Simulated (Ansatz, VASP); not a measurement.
**Two plane-wave programs on SiC5**

Contents of INCAR:

```
SYSTEM = SiC5
PREC = Accurate
ENCUT = 520
EDIFF = 1E-6
ISMEAR = 0
SIGMA = 0.2
LREAL = .FALSE.
LASPH = .TRUE.
NELM = 80
ALGO = Normal
ISIF = 2
LWAVE = .FALSE.
LCHARG = .FALSE.
GGA = PE
NBANDS = 36
```

Contents of KPOINTS:

```
regular mesh
0
G
  6 6 4
  0 0 0
```

Contents of POSCAR:

```
SiC5
1.0
    4.6500768849      0.0000000000      0.0000000000
   -2.3250384425      4.0270847119      0.0000000000
    0.0000000000      0.0000000000      9.1269951164
Si C
2 10
Direct
    0.0000000000      0.0000000000      0.0000000000
    0.0000000000      0.0000000000      0.5000000000
    1.0000000000      0.6201770163      0.0000000000
    1.0000000000      0.6201770163      0.5000000000
    0.6201770163      0.0000000000      0.0000000000
    0.6201770163      0.0000000000      0.5000000000
    0.3798229837      0.3798229837      0.0000000000
    0.3798229837      0.3798229837      0.5000000000
    0.3333333333      0.6666666667      0.0000000000
    0.3333333333      0.6666666667      0.5000000000
    0.6666666667      0.3333333333      0.0000000000
    0.6666666667      0.3333333333      0.5000000000
```

Input for Ansatz:

```yaml
crystal:
  lattice:
    - [4.6500768849, 0.0, 0.0]
    - [-2.3250384425, 4.0270847119, 0.0]
    - [0.0, 0.0, 9.1269951164]
  atoms:
    - { symbol: Si, position: [0.0, 0.0, 0.0] }
    - { symbol: Si, position: [0.0, 0.0, 0.5] }
    - { symbol: C, position: [1.0, 0.6201770163, 0.0] }
    - { symbol: C, position: [1.0, 0.6201770163, 0.5] }
    - { symbol: C, position: [0.6201770163, 0.0, 0.0] }
    - { symbol: C, position: [0.6201770163, 0.0, 0.5] }
    - { symbol: C, position: [0.3798229837, 0.3798229837, 0.0] }
    - { symbol: C, position: [0.3798229837, 0.3798229837, 0.5] }
    - { symbol: C, position: [0.3333333333, 0.6666666667, 0.0] }
    - { symbol: C, position: [0.3333333333, 0.6666666667, 0.5] }
    - { symbol: C, position: [0.6666666667, 0.3333333333, 0.0] }
    - { symbol: C, position: [0.6666666667, 0.3333333333, 0.5] }
basis:
  ecutwfc: 420
kpoints:
  mp_grid: { grid: [6, 6, 4] }
hamiltonian:
  xc: pbe
scf:
  occupations: { method: gaussian, width: 0.2 }
  lower_state_search: "off"
output:
  forces: true
  stress: true
  eigenvalues: true
```

Alike in both runs: task single point; functional PBE; k mesh 6 × 6 × 4; occupations gaussian, width 0.2 eV; no spin polarisation.

```csv
,VASP,Ansatz
version,VASP 6.6.1,Ansatz 0.2.0
potentials or method,"VASP PAW PBE potentials, release 64 (Si, C), cutoff 520 eV","scalar-relativistic, plane waves, PAW"
valence electrons in the cell,48,48
```

```csv
,VASP,Ansatz,Ansatz less VASP
gap on the k mesh at the Fermi level (eV),none,none,-
pressure (GPa),0.2,0.0,-0.14
"traceless stress, the component that is largest in VASP (GPa)",-0.19,0.00,+0.186
rms of the force components (eV/Å),0.009,0.002,-0.0068
```

Atom by atom the forces differ by 0.012 eV/Å (rms over components). A gap of «none» marks a metal or a gap that the smearing closes.
